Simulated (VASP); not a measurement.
# TiO2 in VASP: a series of runs, part 2 of 2

VASP 6.6.1. Earlier steps stand in the parts before.

### 3 Single point, r2SCAN (biaxial strain in the a-b plane: -2.0 %, then relaxed in part)

Input file POSCAR:

```
TiO2
1.0
    3.7021547992      0.0000000000      0.0000000000
    0.0000000000      3.7021547992      0.0000000000
    0.0000000000      0.0000000000      9.8872915261
Ti O
4 8
Direct
    0.0000000000      0.5000000000      0.7500000000
    0.5000000000      0.5000000000      0.0000000000
    0.5000000000      0.0000000000      0.2500000000
    0.0000000000      0.0000000000      0.5000000000
    0.0000000000      0.5000000000      0.9534622924
    0.5000000000      0.5000000000      0.7965377076
    0.5000000000      0.0000000000      0.0465377076
    0.0000000000      0.0000000000      0.7034622924
    0.5000000000      0.0000000000      0.4534622924
    0.0000000000      0.0000000000      0.2965377076
    0.0000000000      0.5000000000      0.5465377076
    0.5000000000      0.5000000000      0.2034622924
```

Input file INCAR.step1:

```
PREC = Accurate ; ENCUT = 520
ISMEAR = 0 ; SIGMA = 0.02
LREAL = F ; LASPH = T
NELM = 80 ; NBANDS = 60
GGA = PE ; ALGO = Normal
EDIFF = 1E-4 ; LWAVE = T
LCHARG = F
```

Input file INCAR.step2:

```
PREC = Accurate ; ENCUT = 520
EDIFF = 1E-6 ; ISMEAR = 0
SIGMA = 0.02 ; LREAL = F
LASPH = T ; NELM = 80
ALGO = Normal ; ISIF = 2
LWAVE = F ; LCHARG = F
METAGGA = R2SCAN ; LMIXTAU = T
NBANDS = 60 ; ISTART = 1
```

Input file KPOINTS:

```
Automatic mesh
0
Gamma
  6 6 4
```

Potentials or basis: VASP PAW PBE potentials, release 64 (Ti_sv, O).

Launch:

```
> cat potpaw_PBE.64/Ti_sv/POTCAR potpaw_PBE.64/O/POTCAR > POTCAR
> cp INCAR.step1 INCAR
> mpirun -np 1 vasp_std > vasp.out
> cp INCAR.step2 INCAR
> mpirun -np 1 vasp_std > vasp.out
```

OUTCAR:

```text
PREC = Accurate
   ENCUT = 520
   EDIFF = 1E-6
   ISMEAR = 0
   LREAL = F
   LASPH = T
   NELM = 80
   ISIF = 2
   METAGGA = R2SCAN
   ISTART = 1

 ion  position               nearest neighbor table
   1  0.000  0.500  0.750-   6 1.91   8 1.91   8 1.91   6 1.91   5 2.01  11 2.01
   2  0.500  0.500  0.000-   5 1.91   7 1.91   7 1.91   5 1.91   6 2.01  12 2.01
   3  0.500  0.000  0.250-  10 1.91  12 1.91  12 1.91  10 1.91   7 2.01   9 2.01
   4  0.000  0.000  0.500-   9 1.91  11 1.91  11 1.91   9 1.91  10 2.01   8 2.01
   5  0.000  0.500  0.953-   2 1.91   2 1.91   1 2.01
   6  0.500  0.500  0.797-   1 1.91   1 1.91   2 2.01
   7  0.500  0.000  0.047-   2 1.91   2 1.91   3 2.01
   8  0.000  0.000  0.703-   1 1.91   1 1.91   4 2.01
   9  0.500  0.000  0.453-   4 1.91   4 1.91   3 2.01
  10  0.000  0.000  0.297-   3 1.91   3 1.91   4 2.01
  11  0.000  0.500  0.547-   4 1.91   4 1.91   1 2.01
  12  0.500  0.500  0.203-   3 1.91   3 1.91   2 2.01

  LATTYP: Found a simple tetragonal cell.
 ALAT       =     3.7021547992
 C/A-ratio  =     2.6706856040

  Lattice vectors:

 A1 = (   3.7021547992,   0.0000000000,   0.0000000000)
 A2 = (   0.0000000000,   3.7021547992,   0.0000000000)
 A3 = (   0.0000000000,   0.0000000000,   9.8872915261)

Analysis of symmetry for initial positions (statically):
=====================================================================
 Subroutine PRICEL returns following result:

  LATTYP: Found a body centered tetragonal cell.
 ALAT       =     3.7021547992
 C/A-ratio  =     2.6706856040

  Lattice vectors:

 A1 = (  -1.8510773996,   1.8510773996,   4.9436457631)
 A2 = (   1.8510773996,  -1.8510773996,   4.9436457631)
 A3 = (   1.8510773996,   1.8510773996,  -4.9436457631)

   2 primitive cells build up your supercell.

[... 169 lines left out ...]
   AEXX    =    0.0000 exact exchange contribution
   IVDW    =     0    specifies the selected vdW correction
   LEPSILON=     F    determine dielectric tensor
   LRPA    =     F    only Hartree local field effects (RPA)
 non-spin polarized calculation
 Gauss-broadening in eV      SIGMA  =   0.02
  energy-cutoff  :      520.00
  volume of cell :      135.51
 maximum number of plane-waves:      3688
 NGX is ok and might be reduce to    28

 number of electron      95.9999958 magnetization

 Free energy of the ion-electron system (eV)
  ---------------------------------------------------
  ext. energy  EPLUGINS =         0.00000000
  ---------------------------------------------------
  free energy    TOTEN  =      -139.58624441 eV

  energy without entropy =     -139.58624441  energy(sigma->0) =     -139.58624441

 E-fermi :   3.2580     XC(G=0): -11.4841

 val. band max:        3.0136709245   @ k =   0.3333   0.3333   0.0000
 cond. band min:       5.8491105717   @ k =   0.0000   0.0000   0.0000
 fundamental gap:      2.8354396472
 Fermi energy:         3.2580322047

 k-point     1 :       0.0000    0.0000    0.0000
  band No.  band energies     occupation
      1     -55.3472      2.00000
      2     -55.3210      2.00000
      3     -55.3210      2.00000
      4     -55.2945      2.00000
      5     -30.7669      2.00000
      6     -30.5730      2.00000
[... 1501 lines left out ...]
     59       8.3039      0.00000
     60       8.3039      0.00000

 [... further k-points ...]

------------------------ aborting loop because EDIFF is reached ----------------------------------------

  FORCE on cell =-STRESS in cart. coord.  units (eV):
  Direction    XX          YY          ZZ          XY          YZ          ZX
  --------------------------------------------------------------------------------------
  -------------------------------------------------------------------------------------
  Total        6.1770651      6.1770651      0.7839657      0.0000000      0.0000000     -0.0000000
  in kB       73.0308359     73.0308359      9.2687502      0.0000000      0.0000000     -0.0000000
  external PRESSURE =      51.7768073 kB  Pullay stress =       0.0000000 kB

 VOLUME and BASIS-vectors are now :
 -----------------------------------------------------------------------------
  energy-cutoff  :      520.00
  volume of cell :      135.51
      direct lattice vectors                 reciprocal lattice vectors
     3.702154799  0.000000000  0.000000000     0.270112962  0.000000000  0.000000000
     0.000000000  3.702154799  0.000000000     0.000000000  0.270112962  0.000000000
     0.000000000  0.000000000  9.887291526     0.000000000  0.000000000  0.101139933

 POSITION                                       TOTAL-FORCE (eV/Angst)
 -----------------------------------------------------------------------------------
      0.00000      1.85108      7.41547         0.000000      0.000000      0.000000
      1.85108      1.85108      0.00000         0.000000      0.000000      0.000000
      1.85108      0.00000      2.47182        -0.000000      0.000000      0.000000
      0.00000      0.00000      4.94365        -0.000000      0.000000      0.000000
      0.00000      1.85108      9.42716         0.000000     -0.000000      0.015446
      1.85108      1.85108      7.87560         0.000000     -0.000000     -0.015446
      1.85108      0.00000      0.46013         0.000000     -0.000000     -0.015446
      0.00000      0.00000      6.95534        -0.000000     -0.000000      0.015446
      1.85108      0.00000      4.48351        -0.000000     -0.000000      0.015446
      0.00000      0.00000      2.93195         0.000000     -0.000000     -0.015446
      0.00000      1.85108      5.40378         0.000000     -0.000000     -0.015446
      1.85108      1.85108      2.01169        -0.000000     -0.000000      0.015446
 -----------------------------------------------------------------------------------
    total drift:                                0.000000      0.000000      0.000000

  FREE ENERGIE OF THE ION-ELECTRON SYSTEM (eV)
  ---------------------------------------------------
  free  energy   TOTEN  =      -139.5862444119 eV

  energy  without entropy=     -139.5862444119  energy(sigma->0) =     -139.58624441
```

OUTCAR.step1:

```text
PREC = Accurate
   ENCUT = 520
   ISMEAR = 0
   LREAL = F
[... 1786 lines left out ...]
      1.85108      0.00000      4.48351        -0.000000     -0.000000      0.066661
      0.00000      0.00000      2.93195        -0.000000      0.000000     -0.066661
      0.00000      1.85108      5.40378         0.000000     -0.000000     -0.066661
      1.85108      1.85108      2.01169         0.000000      0.000000      0.066661
 -----------------------------------------------------------------------------------
    total drift:                                0.000000      0.000000      0.000000

  FREE ENERGIE OF THE ION-ELECTRON SYSTEM (eV)
  ---------------------------------------------------
  free  energy   TOTEN  =      -107.5137335518 eV

  energy  without entropy=     -107.5137335518  energy(sigma->0) =     -107.51373355
```

OSZICAR.step1:

```text
N       E                     dE             d eps       ncg     rms          rms(c)
DAV:   1     0.152709024051E+04    0.15271E+04   -0.48298E+04  3664   0.189E+03
DAV:   2     0.181931345071E+03   -0.13452E+04   -0.12744E+04  3640   0.587E+02
DAV:   3    -0.117707763084E+03   -0.29964E+03   -0.28985E+03  4564   0.242E+02
DAV:   4    -0.140507876238E+03   -0.22800E+02   -0.22742E+02  5368   0.723E+01
DAV:   5    -0.141902834113E+03   -0.13950E+01   -0.13943E+01  5616   0.139E+01    0.466E+01
DAV:   6    -0.107972704209E+03    0.33930E+02   -0.20821E+02  5192   0.988E+01    0.169E+01
DAV:   7    -0.107769873700E+03    0.20283E+00   -0.31247E+01  4980   0.317E+01    0.118E+01
DAV:   8    -0.108213749193E+03   -0.44388E+00   -0.94471E+00  4700   0.218E+01    0.796E+00
DAV:   9    -0.107500094753E+03    0.71365E+00   -0.44004E+00  4792   0.143E+01    0.146E+00
DAV:  10    -0.107525749245E+03   -0.25654E-01   -0.31165E-01  4392   0.303E+00    0.817E-01
DAV:  11    -0.107513334427E+03    0.12415E-01   -0.60716E-02  4376   0.129E+00    0.157E-01
DAV:  12    -0.107513681420E+03   -0.34699E-03   -0.26225E-03  4284   0.329E-01    0.105E-01
DAV:  13    -0.107513733552E+03   -0.52131E-04   -0.95627E-04  4300   0.155E-01
   1 F= -.10751373E+03 E0= -.10751373E+03  d E =-.489019E-60
```

Wall time 19 min (1 thread of AMD EPYC 7R43 (Zen 3), shared host); peak memory 0.31 GiB.

What came out:

```yaml
Free_energy: -139.5862 eV
Pressure: 5.2 GPa
Largest_force: 0.015 eV/Å
Band_gap_on_the_k_mesh: 2.84 eV
```

Forces in eV/Å, atoms in the order of the input:
```
Ti   0.000  0.000  0.000
Ti   0.000  0.000  0.000
Ti   0.000  0.000  0.000
Ti   0.000  0.000  0.000
O    0.000  0.000  0.015
O    0.000  0.000 -0.015
O    0.000  0.000 -0.015
O    0.000  0.000  0.015
O    0.000  0.000  0.015
O    0.000  0.000 -0.015
O    0.000  0.000 -0.015
O    0.000  0.000  0.015
```

Caveat: the cell differs from its parent crystal (biaxial strain in the a-b plane: -2.0 %, then relaxed in part); the stress differs along the axes, from 1 to 7 GPa; the PAW data sets were made with another functional, which shifts forces and pressure a little. A k mesh can miss the band edges.

### 4 Single point, r2SCAN

This run uses another cell than the first one: it holds 6 atoms, not 12.

Input file POSCAR:

```
TiO2
1.0
    2.6711600401     -2.6712510888     -0.0201684195
    2.6711600401      2.6712510888     -0.0201684195
   -2.6353413738      0.0000000000      4.8120473823
Ti O
2 4
Direct
    0.1249747463      0.8750252537      0.2500000000
    0.8750252537      0.1249747463      0.7500000000
    0.3322819420      0.0822483586      0.6645446500
    0.6677180580      0.9177516414      0.3354553500
    0.9177516414      0.6677180580      0.8354553500
    0.0822483586      0.3322819420      0.1645446500
```

Input file INCAR.step1:

```
SYSTEM = TiO2
PREC     = Accurate       ! precision mode
ENCUT    = 520            ! plane-wave cutoff, eV
ISMEAR   = 0              ! smearing method
SIGMA    = 0.05           ! smearing width, eV
LREAL    = .FALSE.        ! projectors in reciprocal space
LASPH    = .TRUE.         ! aspherical terms in the spheres
NELM     = 100            ! most SCF steps
NBANDS   = 33             ! bands
GGA      = PE             ! functional
ALGO     = Normal         ! electronic algorithm
EDIFF    = 1E-4           ! SCF threshold, eV
LWAVE    = .TRUE.         ! write WAVECAR
LCHARG   = .FALSE.        ! write CHGCAR
```

Input file INCAR.step2:

```
SYSTEM = TiO2
PREC     = Accurate       ! precision mode
ENCUT    = 520            ! plane-wave cutoff, eV
EDIFF    = 1E-6           ! SCF threshold, eV
ISMEAR   = 0              ! smearing method
SIGMA    = 0.05           ! smearing width, eV
LREAL    = .FALSE.        ! projectors in reciprocal space
LASPH    = .TRUE.         ! aspherical terms in the spheres
NELM     = 100            ! most SCF steps
ALGO     = Normal         ! electronic algorithm
ISIF     = 2              ! what is computed and relaxed
LWAVE    = .FALSE.        ! write WAVECAR
LCHARG   = .FALSE.        ! write CHGCAR
METAGGA  = R2SCAN         ! meta-GGA
LMIXTAU  = .TRUE.       
NBANDS   = 33             ! bands
ISTART   = 1
```

Input file KPOINTS:

```
regular mesh
0
G
  6 6 6
  0 0 0
```

Launch:

```
> cat potpaw_PBE.64/Ti_sv/POTCAR potpaw_PBE.64/O/POTCAR > POTCAR
> cp INCAR.step1 INCAR
> mpirun -np 1 vasp_std > vasp.out
> cp INCAR.step2 INCAR
> mpirun -np 1 vasp_std > vasp.out
```

Wall time 14 min (1 thread of Intel Xeon 8259CL, shared host); peak memory 0.26 GiB.

The run converged. Its results:

```
Free energy            : -69.8582 eV
Pressure               : 1.2 GPa
Largest force          : 0.026 eV/Å
Band gap on the k mesh : 2.60 eV (least direct gap 2.90 eV)
```

Forces in eV/Å, atoms in the order of the input:
```
Ti   0.000 -0.001  0.000
Ti   0.000  0.001  0.000
O    0.000  0.000  0.026
O    0.000  0.000 -0.026
O    0.000  0.000 -0.026
O    0.000  0.000  0.026
```

Stress tensor (GPa, compression positive):
```
1.31 0.00 0.00
0.00 1.30 0.00
0.00 0.00 1.10
```

Levels at points of the mesh, in eV from the valence-band top:
```csv
k point,band 21,band 22,band 23,band 24,band 25,band 26,band 27,band 28
"(0.00, 0.00, 0.00)",-0.75,-0.75,-0.43,-0.43,2.60,3.32,4.51,4.51
"(0.50, 0.00, 0.00)",-1.91,-0.92,-0.83,-0.64,3.73,4.00,4.05,4.10
"(0.50, 0.50, 0.00)",-2.04,-2.04,0.00,0.00,3.78,3.78,4.25,4.25
"(0.00, 0.00, 0.50)",-1.25,-1.25,-0.08,-0.08,2.95,2.95,4.27,4.27
"(0.50, 0.00, 0.50)",-1.91,-0.92,-0.83,-0.64,3.73,4.00,4.05,4.10
"(0.50, 0.50, 0.50)",-2.04,-2.04,0.00,0.00,3.78,3.78,4.25,4.25
```

Caveat: the PAW data sets were made with another functional, which shifts forces and pressure a little.

### 5 Single point, r2SCAN (12.54 Å³/atom)

Input file POSCAR:

```
TiO2
1.0
    2.7292652299     -2.7293361338     -0.0201142550
    2.7292652299      2.7293361338     -0.0201142550
   -2.6906247434      0.0000000000      5.0691726698
Ti O
2 4
Direct
    0.1249515159      0.8750484841      0.2500000000
    0.8750484841      0.1249515159      0.7500000000
    0.3266103931      0.0765242452      0.6530762887
    0.6733896069      0.9234757548      0.3469237113
    0.9234757548      0.6733896069      0.8469237113
    0.0765242452      0.3266103931      0.1530762887
```

Input file INCAR.step1:

```
PREC = Accurate ; ENCUT = 520
ISMEAR = 0 ; SIGMA = 0.02
LREAL = F ; LASPH = T
NELM = 60 ; NBANDS = 33
GGA = PE ; ALGO = Normal
EDIFF = 1E-4 ; LWAVE = T
LCHARG = F
```

Input file INCAR.step2:

```
PREC = Accurate ; ENCUT = 520
EDIFF = 1E-6 ; ISMEAR = 0
SIGMA = 0.02 ; LREAL = F
LASPH = T ; NELM = 60
ALGO = Normal ; ISIF = 2
LWAVE = F ; LCHARG = F
METAGGA = R2SCAN ; LMIXTAU = T
NBANDS = 33 ; ISTART = 1
```

Input file KPOINTS:

```
regular mesh
0
Gamma
  8 8 6
```

Launch:

```
> cat potpaw_PBE.64/Ti_sv/POTCAR potpaw_PBE.64/O/POTCAR > POTCAR
> cp INCAR.step1 INCAR
> mpirun -np 1 vasp_std > vasp.out
> cp INCAR.step2 INCAR
> mpirun -np 1 vasp_std > vasp.out
```

It took 12 min on 1 thread of Intel Xeon Platinum 8488C (Sapphire Rapids), shared host; peak memory 0.36 GiB.

It converged, with:

* Free energy: -69.5491 eV
* Pressure: -14.7 GPa
* Largest force: 0.025 eV/Å
* Band gap on the k mesh: 2.51 eV (least direct gap 2.69 eV)

Forces in eV/Å, atoms in the order of the input:
```
Ti   0.000 -0.002  0.000
Ti   0.000  0.002  0.000
O   -0.005  0.005  0.024
O    0.005 -0.005 -0.024
O    0.005  0.005 -0.024
O   -0.005 -0.005  0.024
```

Stress tensor (GPa, compression positive):
```
-14.67   0.00  -0.04
  0.00 -14.67   0.00
 -0.04   0.00 -14.87
```

Levels at points of the mesh, in eV from the valence-band top:
| k point | band 22 | band 23 | band 24 | band 25 | band 26 | band 27 |
| --- | --- | --- | --- | --- | --- | --- |
| (0.00, 0.00, 0.00) | -0.78 | -0.26 | -0.26 | 2.51 | 3.05 | 4.30 |
| (0.50, 0.00, 0.00) | -0.79 | -0.67 | -0.63 | 3.45 | 3.61 | 3.63 |
| (0.50, 0.50, 0.00) | -1.71 | -0.08 | -0.07 | 3.34 | 3.34 | 3.77 |
| (0.00, 0.00, 0.50) | -1.12 | 0.00 | 0.00 | 2.77 | 2.77 | 3.96 |
| (0.50, 0.00, 0.50) | -0.79 | -0.67 | -0.62 | 3.45 | 3.61 | 3.63 |
| (0.50, 0.50, 0.50) | -1.71 | -0.07 | -0.07 | 3.34 | 3.34 | 3.77 |

Caveat: the cell stands under tension; the PAW data sets were made with another functional, which shifts forces and pressure a little.

### 6 Single point, r2SCAN (shear of c along a, cell held: -1.0 %, then relaxed in part)

Input file POSCAR:

```
TiO2
1.0
    3.7777089757      0.0000000000      0.0000000000
    0.0000000000      3.7777089757      0.0000000000
   -0.0958402566      0.0000000000      9.5840256616
Ti O
4 8
Direct
   -0.0025748764      0.5000000000      0.7499916388
    0.5025748764      0.5000000000      0.0000083612
    0.4974251236      0.0000000000      0.2499916388
    0.0025748764      0.0000000000      0.5000083612
    0.0017462608      0.5000000000      0.9572429973
    0.4982537392      0.5000000000      0.7927570027
    0.5037539838      0.0000000000      0.0427590129
   -0.0037539838      0.0000000000      0.7072409871
    0.5017462608      0.0000000000      0.4572429973
   -0.0017462608      0.0000000000      0.2927570027
    0.0037539838      0.5000000000      0.5427590129
    0.4962460162      0.5000000000      0.2072409871
```

Input file INCAR.step1:

```
SYSTEM = TiO2
ALGO = Normal
EDIFF = 1E-4
ENCUT = 520
GGA = PE
ISMEAR = 0
LASPH = .True.
LCHARG = .False.
LREAL = .False.
LWAVE = .True.
NBANDS = 60
NELM = 100
PREC = Accurate
SIGMA = 0.02
```

Input file INCAR.step2:

```
SYSTEM = TiO2
ALGO = Normal
EDIFF = 1E-7
ENCUT = 520
ISIF = 2
ISMEAR = 0
ISTART = 1
LASPH = .True.
LCHARG = .False.
LMIXTAU = .True.
LREAL = .False.
LWAVE = .False.
METAGGA = R2SCAN
NBANDS = 60
NELM = 100
PREC = Accurate
SIGMA = 0.02
```

Input file KPOINTS:

```
k-points
0
Gamma
  6 6 4
  0 0 0
```

Potentials or basis: VASP PAW PBE potentials, release 64 (Ti_sv, O).

Launch:

```
> cat potpaw_PBE.64/Ti_sv/POTCAR potpaw_PBE.64/O/POTCAR > POTCAR
> cp INCAR.step1 INCAR
> mpirun -np 1 vasp_std > vasp.out
> cp INCAR.step2 INCAR
> mpirun -np 1 vasp_std > vasp.out
```

It took 38 min on 1 thread of Oxide Virtual Turin-like, shared host; peak memory 0.43 GiB.

It converged, with:

| Property | Result |
| --- | --- |
| Free energy | -139.7131 eV |
| Pressure | 1.2 GPa |
| Largest force | 0.033 eV/Å |
| Band gap on the k mesh | 2.60 eV |

Forces in eV/Å, atoms in the order of the input:
```
Ti  -0.010  0.000  0.001
Ti   0.010  0.000 -0.001
Ti  -0.010  0.000  0.001
Ti   0.010  0.000 -0.001
O   -0.007  0.000  0.033
O    0.007  0.000 -0.033
O   -0.001  0.000 -0.032
O    0.001  0.000  0.032
O   -0.007  0.000  0.033
O    0.007  0.000 -0.033
O   -0.001  0.000 -0.032
O    0.001  0.000  0.032
```

Stress tensor (GPa, compression positive):
```
1.30 0.00 0.52
0.00 1.28 0.00
0.52 0.00 1.07
```

Levels at points of the mesh, in eV from the valence-band top:
| k point | band 46 | band 47 | band 48 | band 49 | band 50 | band 51 |
| --- | --- | --- | --- | --- | --- | --- |
| (0.00, 0.00, 0.00) | -0.43 | -0.08 | -0.08 | 2.60 | 2.95 | 2.95 |
| (0.50, 0.00, 0.00) | -0.86 | -0.83 | -0.83 | 3.86 | 3.86 | 3.89 |
| (0.00, 0.50, 0.00) | -0.86 | -0.83 | -0.83 | 3.86 | 3.86 | 3.89 |
| (0.50, 0.50, 0.00) | 0.00 | 0.00 | 0.00 | 3.77 | 3.77 | 3.80 |
| (0.00, 0.00, 0.50) | -0.20 | -0.20 | -0.20 | 2.70 | 2.70 | 3.21 |
| (0.50, 0.00, 0.50) | -0.83 | -0.64 | -0.63 | 3.72 | 3.73 | 4.00 |
| (0.00, 0.50, 0.50) | -0.83 | -0.64 | -0.64 | 3.72 | 3.72 | 4.00 |
| (0.50, 0.50, 0.50) | -0.20 | -0.18 | -0.18 | 3.98 | 3.98 | 4.02 |

Caveat: the cell differs from its parent crystal (shear of c along a, cell held: -1.0 %, then relaxed in part); the PAW data sets were made with another functional, which shifts forces and pressure a little. A k mesh can miss the band edges.

### 7 Summary

```csv
cell,k mesh,smearing,gap on the mesh (eV),pressure (GPa),largest force (eV/Å)
"a = 3.664, b = 3.664, c = 10.052 Å, 12 atoms, atomic positions A",6 × 6 × 4,gaussian 0.02 eV,2.93,7.1,0.01
"a = 3.702, b = 3.702, c = 9.887 Å, 12 atoms, atomic positions B",6 × 6 × 4,gaussian 0.02 eV,2.84,5.2,0.02
"a = 3.778, b = 3.778, c = 5.486 Å, angles 110.1, 110.1, 90.0°, 6 atoms, atomic positions C",6 × 6 × 6,gaussian 0.05 eV,2.60,1.2,0.03
"a = 3.860, b = 3.860, c = 5.739 Å, angles 109.6, 109.6, 90.0°, 6 atoms, atomic positions D",8 × 8 × 6,gaussian 0.02 eV,2.51,-14.7,0.03
"a = 3.778, b = 3.778, c = 9.585 Å, angles 90.0, 90.6, 90.0°, 12 atoms, atomic positions E",6 × 6 × 4,gaussian 0.02 eV,2.60,1.2,0.03
```

Alike in all rows: task single point; level r2SCAN; potentials or basis VASP PAW PBE potentials, release 64 (Ti_sv, O); no spin polarisation; cutoff (eV) 520.

Caveats: the PAW data sets were made with another functional, which shifts forces and pressure a little; the stress differs along the axes, from 1 to 10 GPa (at least some runs); the stress differs along the axes, from 1 to 7 GPa (at least some runs); the cell stands under tension (at least some runs).

Absolute energies hang on the potentials; compare differences alone.
